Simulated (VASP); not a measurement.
Wanted: the native input for a VASP 6.6.1 run.

| Property | Result |
| --- | --- |
| Task | single point |
| Functional | PBE |
| Potentials or basis | VASP PAW PBE potentials, release 64 (V_sv, In_d, Ti_sv) |
| Cutoff | 520 eV |
| k mesh | 8 × 8 × 8 |
| Occupations | fermi-dirac, width 0.1 eV |
| Spin | no spin polarisation |
| Dipole correction | no |
| Further INCAR settings | ALGO = Normal; EDIFF = 1e-06; NBANDS = 54 |

The structure of Ti2VIn4 lies in POSCAR:

```
Ti2VIn4
1.0
   -3.5155680000      3.5155680000      2.8723740000
    3.5155680000     -3.5155680000      2.8723740000
    3.5155680000      3.5155680000     -2.8723740000
V In Ti
1 4 2
Direct
    0.0000000000      0.0000000000      0.0000000000
    0.3030000000      0.3030000000      0.6060000000
    0.3030000000      0.6970000000      0.0000000000
    0.6970000000      0.6970000000      0.3940000000
    0.6970000000      0.3030000000      0.0000000000
    0.7500000000      0.2500000000      0.5000000000
    0.2500000000      0.7500000000      0.5000000000
```

These files were run (other wordings do the same):

INCAR

```
SYSTEM = Ti2VIn4
ALGO = Normal
EDIFF = 1E-6
ENCUT = 520
GGA = PE
ISIF = 2
ISMEAR = -1
LASPH = .True.
LCHARG = .False.
LREAL = .False.
LWAVE = .False.
NBANDS = 54
NELM = 60
PREC = Accurate
SIGMA = 0.1
```

KPOINTS

```
k-points
0
Gamma
  8 8 8
  0 0 0
```

Potentials or basis: VASP PAW PBE potentials, release 64 (V_sv, In_d, Ti_sv).

Command:

```sh
$ cat potpaw_PBE.64/V_sv/POTCAR potpaw_PBE.64/In_d/POTCAR potpaw_PBE.64/Ti_sv/POTCAR > POTCAR
$ mpirun -np 1 vasp_std > vasp.out
```

It gave:

```json
{
 "Pressure": "0.3 GPa",
 "Largest force": "1.139 eV/Å",
 "Band gap on the k mesh": "zero (an odd number of electrons rules out a gap without spin polarisation)"
}
```

Caveat: spin-orbit coupling is left out, which moves the levels of the heavy elements; forces of over 1 eV/Å act on the atoms, so gaps and moduli don't describe the material at rest.

Run time: 24 min on 1 thread of Intel Xeon 8259CL, on a shared host, peak memory 0.58 GiB.
